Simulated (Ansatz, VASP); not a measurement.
Mg3H2 in VASP and in Ansatz

File INCAR:

```
SYSTEM = Mg3H2
  ALGO = Normal
  EDIFF = 1E-6
  ENCUT = 520
  GGA = PE
  ISIF = 2
  ISMEAR = 0
  LASPH = .TRUE.
  LCHARG = .TRUE.
  LELF = .TRUE.
  LREAL = .FALSE.
  LVHAR = .TRUE.
  LWAVE = .FALSE.
  NBANDS = 12
  NELM = 100
  PREC = Accurate
  SIGMA = 0.1
```

Contents of KPOINTS:

```
k-points
0
G
  4 4 4
  0 0 0
```

Contents of POSCAR:

```
Mg3H2
1.0
    4.0562464400      0.0000000000      0.0000000000
    0.0000000000      4.0562464400      0.0000000000
    0.0000000000      0.0000000000      4.0562464400
Mg H
3 2
Direct
    0.5000000000      0.0000000000      0.0000000000
    0.0000000000      0.5000000000      0.0000000000
    0.0000000000      0.0000000000      0.5000000000
    0.5000000000      0.5000000000      0.5000000000
    0.0000000000      0.0000000000      0.0000000000
```

Input for Ansatz:

```yaml
crystal:
  lattice:
    - [4.05624644, 0.0, 0.0]
    - [0.0, 4.05624644, 0.0]
    - [0.0, 0.0, 4.05624644]
  atoms:
    - { symbol: Mg, position: [0.5, 0.0, 0.0] }
    - { symbol: Mg, position: [0.0, 0.5, 0.0] }
    - { symbol: Mg, position: [0.0, 0.0, 0.5] }
    - { symbol: H, position: [0.5, 0.5, 0.5] }
    - { symbol: H, position: [0.0, 0.0, 0.0] }
basis:
  ecutwfc: 420
kpoints:
  mp_grid: { grid: [4, 4, 4] }
hamiltonian:
  xc: pbe
scf:
  occupations: { method: gaussian, width: 0.1 }
  lower_state_search: "off"
output:
  forces: true
  stress: true
  eigenvalues: true
```

Change from the starting cell: species swapped into the Tl2F3 type (Pm-3m, No. 221).

Alike in both runs: task single point; functional PBE; k mesh 4 × 4 × 4; occupations gaussian, width 0.1 eV; no spin polarisation.

|  | VASP | Ansatz |
| --- | --- | --- |
| version | VASP 6.6.1 | Ansatz 0.2.0 |
| potentials or method | VASP PAW PBE potentials, release 64 (Mg, H), cutoff 520 eV | scalar-relativistic, plane waves, PAW |
| valence electrons in the cell | 8 | 32 |

VASP gave:

```
gap on the k mesh at the Fermi level (eV) : none
pressure (GPa)                            : 10.4
```

Estimate Ansatz's values.

gap on the k mesh at the Fermi level (eV): none; pressure (GPa): 10.5.

A gap of «none» marks a metal or a gap that the smearing closes. With one functional, cell and mesh, what is left measures potentials, basis and numerics. VASP's potentials hold 8 valence electrons a cell and Ansatz's 32, so a difference there can come from the potentials and not from the codes.

The k mesh is coarse, so the values compare programs but aren't converged.
